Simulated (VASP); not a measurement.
## NaHgF3: single point with PBE

Crystal: NaHgF3.

```xyz
5
Lattice="4.5663 0.0000 0.0000 0.0000 4.5663 0.0000 0.0000 0.0000 4.5663" Properties=species:S:1:pos:R:3 pbc="T T T"
Na    0.0000    0.0000    0.0000
Hg    2.2831    2.2831    2.2831
F     0.0000    2.2831    2.2831
F     2.2831    0.0000    2.2831
F     2.2831    2.2831    0.0000
```

```json
{
  "Program": "VASP 6.6.1",
  "Task": "single point",
  "Functional": "PBE",
  "Potentials or basis": "VASP PAW PBE potentials, release 64 (Na_pv, Hg, F)",
  "Cutoff": "520 eV",
  "k mesh": "6 × 6 × 6",
  "Occupations": "gaussian, width 0.1 eV",
  "Spin": "no spin polarisation",
  "Dipole correction": "no",
  "Further INCAR settings": "ALGO = Normal; EDIFF = 1e-06; NBANDS = 28"
}
```

The pressure is 0.1 GPa and the band gap on the k mesh is 0.37 eV, indirect (least direct gap 2.77 eV).

Levels at points of the mesh, in eV from the valence-band top:
| k point | band 17 | band 18 | band 19 | band 20 | band 21 | band 22 | band 23 | band 24 |
| --- | --- | --- | --- | --- | --- | --- | --- | --- |
| (0.00, 0.00, 0.00) | -2.43 | -2.40 | -2.40 | -2.40 | 0.37 | 5.01 | 9.59 | 9.59 |
| (0.50, 0.00, 0.00) | -2.41 | -2.06 | -2.03 | -2.03 | 2.99 | 4.66 | 7.83 | 10.49 |
| (0.50, 0.50, 0.00) | -2.07 | -2.02 | -2.02 | 0.00 | 4.45 | 6.03 | 6.48 | 6.48 |
| (0.50, 0.50, 0.50) | -2.07 | -2.07 | 0.00 | 0.00 | 5.63 | 6.18 | 7.63 | 7.63 |

Wall time 19 s on 1 thread of Intel(R) Xeon(R) 6975P-C (Granite Rapids) (shared host), peak memory 0.22 GiB.

Caveat: spin-orbit coupling is left out, which moves the levels of the heavy elements. A k mesh can miss the band edges.
